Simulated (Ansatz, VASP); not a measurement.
One calculation of P, two programs

The input INCAR:

```
SYSTEM = P
PREC     = Accurate       ! precision mode
ENCUT    = 520            ! plane-wave cutoff, eV
EDIFF    = 1E-8           ! SCF threshold, eV
ISMEAR   = -1             ! smearing method
SIGMA    = 0.08           ! smearing width, eV
LREAL    = .FALSE.        ! projectors in reciprocal space
LASPH    = .TRUE.         ! aspherical terms in the spheres
NELM     = 100            ! most SCF steps
ALGO     = Normal         ! electronic algorithm
ISIF     = 2              ! what is computed and relaxed
LWAVE    = .FALSE.        ! write WAVECAR
LCHARG   = .FALSE.        ! write CHGCAR
GGA      = PE             ! functional
LEFG     = .TRUE.       
NBANDS   = 8              ! bands
```

Contents of KPOINTS:

```
regular mesh
0
G
  14 14 13
  0 0 0
```

The input POSCAR:

```
P
1.0
    4.2729048574      0.0000000000      0.0000000000
    0.0000000000      4.2729048574      0.0000000000
    0.0000000000      0.0000000000      4.3780000000
P
1
Direct
    0.0000000000      0.0000000000      0.0000000000
```

Input for Ansatz:

```yaml
crystal:
  lattice:
    - [4.2729048574, 0.0, 0.0]
    - [0.0, 4.2729048574, 0.0]
    - [0.0, 0.0, 4.378]
  atoms:
    - { symbol: P, position: [0.0, 0.0, 0.0] }
kpoints:
  mp_grid: { grid: [14, 14, 13] }
scf:
  occupations: { method: fermi_dirac, width: 0.08 }
hamiltonian:
  xc: pbe
  pseudopotentials: { kind: paw }
output:
  forces: true
  stress: true
  eigenvalues: true
  efg: { contact_densities: true }
```

Alike in both runs: task electric field gradients; functional PBE; k mesh 14 × 14 × 13; occupations fermi-dirac, width 0.08 eV; no spin polarisation.

```csv
,VASP,Ansatz
version,VASP 6.6.1,Ansatz 0.2.0
potentials or method,"VASP PAW PBE potentials, release 64 (P)","PAW with Ansatz's default frozen-core files, scalar-relativistic"
plane-wave cutoff (eV),520,420
valence electrons in the cell,5,5
```

```csv
,VASP,Ansatz,Ansatz less VASP
pressure (GPa),-3.5,-3.5,+0.01
"traceless stress, the component that is largest in VASP (GPa)",0.27,0.27,0.000
size of Vzz on the site where it differs most (V/Å²),0.6,0.6,-0.04
```

The functional is the same, so the differences come from potentials, cutoffs and numerics.
